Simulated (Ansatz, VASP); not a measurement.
One calculation of Hg, two programs

```
Hg
1.0
     4.54000    0.00000    0.00000
    -2.27000    3.93176    0.00000
     0.00000    0.00000    3.87000
Hg
3
Direct
  0.33333 0.66667 0.50000
  0.00000 0.00000 0.00000
  0.66667 0.33333 0.50000
```

Alike in both runs: functional PBE; k mesh 3 × 3 × 2; occupations gaussian, width 0.1 eV; no spin polarisation.

Ansatz relaxed the structure, and its values are those at the end. VASP's run is a single point on that final structure, the one shown.

|  | VASP | Ansatz |
| --- | --- | --- |
| version | VASP 6.6.1 | Ansatz 0.2.0 |
| potentials or method | VASP PAW PBE potentials, release 64 (Hg_sv_GW), cutoff 550 eV | scalar-relativistic, plane waves, PAW |
| valence electrons in the cell | 60 | 60 |

VASP gave:

```
gap on the k mesh at the Fermi level (eV) : none
pressure (GPa)                            : 9.4
```

Which values does Ansatz return?

gap on the k mesh at the Fermi level (eV): none; pressure (GPa): 9.7.

A gap of «none» marks a metal or a gap that the smearing closes.

The k mesh is coarse, so the values compare programs but aren't converged. Spin-orbit coupling is off throughout.
